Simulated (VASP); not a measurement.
Write the native input for VASP 6.6.1 that does the following.

```yaml
Task: single point
Functional: LDA
Potentials_or_basis: VASP PAW LDA potentials, release 64 (Ta_pv, N)
Cutoff: 520 eV
k_mesh: 9 × 9 × 4
Occupations: gaussian, width 0.1 eV
Spin: no spin polarisation
Dipole_correction: no
Further_INCAR_settings: ALGO = Normal; EDIFF = 1e-06; NBANDS = 20
```

The structure of Ta2N lies in POSCAR:

```
Ta2N
1.0
    3.0676288313     -0.0000000028      0.0000000000
   -1.5338144132      2.6566444987      0.0000000000
    0.0000000000      0.0000000000      4.7771565686
Ta N
2 1
Direct
    0.6666666667      0.3333333333      0.7479701696
    0.3333333333      0.6666666667      0.2520298304
    0.0000000000      0.0000000000      0.0000000000
```

The input as run:

INCAR

```
PREC = Accurate ; ENCUT = 520
EDIFF = 1E-6 ; ISMEAR = 0
SIGMA = 0.1 ; LREAL = False
LASPH = True ; NELM = 60
ALGO = Normal ; ISIF = 2
LWAVE = False ; LCHARG = False
NBANDS = 20
```

KPOINTS

```
Automatic mesh
0
Gamma
  9 9 4
```

Potentials or basis: VASP PAW LDA potentials, release 64 (Ta_pv, N).

Launch:

```console
$ cat potpaw_LDA.64/Ta_pv/POTCAR potpaw_LDA.64/N/POTCAR > POTCAR
$ mpirun -np 1 vasp_std > vasp.out
```

It gave:

The pressure is 1.5 GPa. The largest force is 0.022 eV/Å. The band gap on the k mesh is zero (an odd number of electrons rules out a gap without spin polarisation).

Caveat: spin-orbit coupling is left out, which moves the levels of the heavy elements.

It took 28 s on 1 thread of AMD EPYC 7R13 Processor (Zen 3), on a shared host, peak memory 0.13 GiB.
